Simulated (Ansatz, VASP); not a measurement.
## One calculation of Ga, two programs

```
Ga
1.0
     2.84111    0.00000    0.00000
    -1.42055    2.46047    0.00000
     0.00000    0.00000    4.49383
Ga
2
Direct
  0.33333 0.66667 0.25000
  0.66667 0.33333 0.75000
```

Alike in both runs: task single point; functional PBEsol; k mesh 14 × 14 × 8; occupations fermi-dirac, width 0.1 eV; no spin polarisation.

```csv
,VASP,Ansatz
version,VASP 6.6.1,Ansatz 0.2.0
potentials or method,"VASP PAW PBE potentials, release 64 (Ga_d), cutoff 520 eV","plane waves (420 eV) with PAW, scalar-relativistic"
valence electrons in the cell,26,26
```

|  | VASP | Ansatz | Ansatz less VASP |
| --- | --- | --- | --- |
| pressure (GPa) | 10.6 | 10.5 | -0.15 |
| traceless stress, the component that is largest in VASP (GPa) | 0.76 | 0.75 | -0.008 |

VASP's potentials were made for PBE, not for PBEsol, and Ansatz warns of the same on its side.
